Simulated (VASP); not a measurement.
TiO2:

```
CELL_PARAMETERS angstrom
4.54535 0.00000 0.00000
0.00000 5.51962 0.00000
0.00000 0.00000 4.90920
ATOMIC_POSITIONS crystal
Ti 0.00000 0.17299 0.75000
Ti 0.50000 0.32701 0.25000
Ti 0.00000 0.82701 0.25000
Ti 0.50000 0.67299 0.75000
O 0.27145 0.38172 0.91865
O 0.77145 0.11828 0.08135
O 0.22855 0.11828 0.41865
O 0.72855 0.38172 0.58135
O 0.27145 0.61828 0.41865
O 0.77145 0.88172 0.58135
O 0.22855 0.88172 0.91865
O 0.72855 0.61828 0.08135
```

```yaml
Program: VASP 6.6.1
Task: relaxation of cell and atoms
Functional: PBE
Potentials_or_basis: VASP PAW PBE potentials, release 64 (Ti_sv, O)
Cutoff: 600 eV
k_mesh: 6 × 5 × 6
Occupations: fermi-dirac, width 0.05 eV
Spin: no spin polarisation
```

At the start: pressure 4.6 GPa; volume 10.26 Å³/atom.

**Question.** Where does the relaxation end?

**Answer.** Over 11 steps the energy falls by 3.4 meV/atom and the volume is 10.49 Å³/atom (+2.2 %); space group Pbcn (No. 60, to 0.1 Å) before and after.

Step by step:
```
step  energy change (eV)  largest force (eV/Å)  pressure (GPa)  volume (Å³)
   1              0.0000                0.0892            4.55       123.16
   2              0.0094                0.1468           -4.91       128.44
   3             -0.0344                0.1079           -0.09       125.60
   4             -0.0381                0.0731           -0.04       125.69
   5             -0.0400                0.0308            0.08       125.81
   6             -0.0400                0.0290            0.07       125.81
   7             -0.0404                0.0171           -0.09       125.91
   8             -0.0404                0.0160           -0.16       125.95
   9             -0.0405                0.0118            0.15       125.78
  10             -0.0405                0.0096            0.07       125.83
  11             -0.0406                0.0054            0.01       125.85
```

Final structure:
```
Ti O
1.0
     4.57980    0.00000    0.00000
     0.00000    5.57358    0.00000
     0.00000    0.00000    4.93016
Ti O
4 8
Direct
  0.00000 0.17640 0.75000
  0.50000 0.32360 0.25000
  0.00000 0.82360 0.25000
  0.50000 0.67640 0.75000
  0.27143 0.38054 0.91879
  0.77143 0.11947 0.08121
  0.22856 0.11947 0.41879
  0.72857 0.38054 0.58121
  0.27143 0.61946 0.41879
  0.77143 0.88054 0.58121
  0.22856 0.88054 0.91879
  0.72857 0.61946 0.08121
```
